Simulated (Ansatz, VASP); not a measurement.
# As: VASP beside Ansatz

POSCAR

```
As
1.0
    2.7184590952      0.0000000000      0.0000000000
    0.0000000000      2.7184590952      0.0000000000
    0.0000000000      0.0000000000      2.7184590952
As
1
Direct
    0.0000000000      0.0000000000      0.0000000000
```

The input INCAR.step1:

```
SYSTEM = As
PREC = Accurate
ENCUT = 600
ISMEAR = 0
SIGMA = 0.1
LREAL = .FALSE.
LASPH = .TRUE.
NELM = 80
GGA = PE
ALGO = Normal
EDIFF = 1E-4
LWAVE = .TRUE.
LCHARG = .FALSE.
```

The input INCAR.step2:

```
SYSTEM = As
PREC = Accurate
ENCUT = 600
EDIFF = 1E-7
ISMEAR = 0
SIGMA = 0.1
LREAL = .FALSE.
LASPH = .TRUE.
NELM = 80
ALGO = Normal
ISIF = 3
LWAVE = .FALSE.
LCHARG = .FALSE.
METAGGA = R2SCAN
LMIXTAU = .TRUE.
IBRION = 2
NSW = 80
EDIFFG = -0.01
ISTART = 1
```

The input KPOINTS:

```
regular mesh
0
G
  16 16 16
  0 0 0
```

Input for Ansatz:

```yaml
crystal:
  lattice:
    - [2.7184590952, 0.0, 0.0]
    - [0.0, 2.7184590952, 0.0]
    - [0.0, 0.0, 2.7184590952]
  atoms:
    - { symbol: As, position: [0.0, 0.0, 0.0] }
basis:
  ecutwfc: 500
kpoints:
  mp_grid: { grid: [16, 16, 16] }
hamiltonian:
  xc: r2scan
scf:
  occupations: { method: gaussian, width: 0.1 }
output:
  forces: true
  stress: true
  eigenvalues: true
relax:
  adjacent_minimum: "off"
  f_tol: 0.01
  max_steps: 60
  cell: { stress_tol: 0.1 }
```

Alike in both runs: task relaxation of cell and atoms; functional r2SCAN; k mesh 16 × 16 × 16; occupations gaussian, width 0.1 eV; no spin polarisation.

|  | VASP | Ansatz |
| --- | --- | --- |
| version | VASP 6.6.1 | Ansatz 0.2.0 |
| potentials or method | VASP PAW PBE potentials, release 64 (As), cutoff 600 eV | scalar-relativistic, plane waves, PAW |
| valence electrons in the cell | 5 | 15 |

|  | VASP | Ansatz | Ansatz less VASP |
| --- | --- | --- | --- |
| gap on the k mesh at the Fermi level, each at its own relaxed structure (eV) | none | none | - |
| relaxed volume (Å³/atom) | 19.78 | 19.79 | +0.013 |
| relaxed length of the cell vector where the two differ most in proportion (Å) | 2.704 | 2.705 | +0.0006 |

VASP's potentials were made for PBE, not for r2SCAN. A gap of «none» marks a metal or a gap that the smearing closes. VASP's potentials hold 5 valence electrons a cell and Ansatz's 15, so a difference there can come from the potentials and not from the codes.
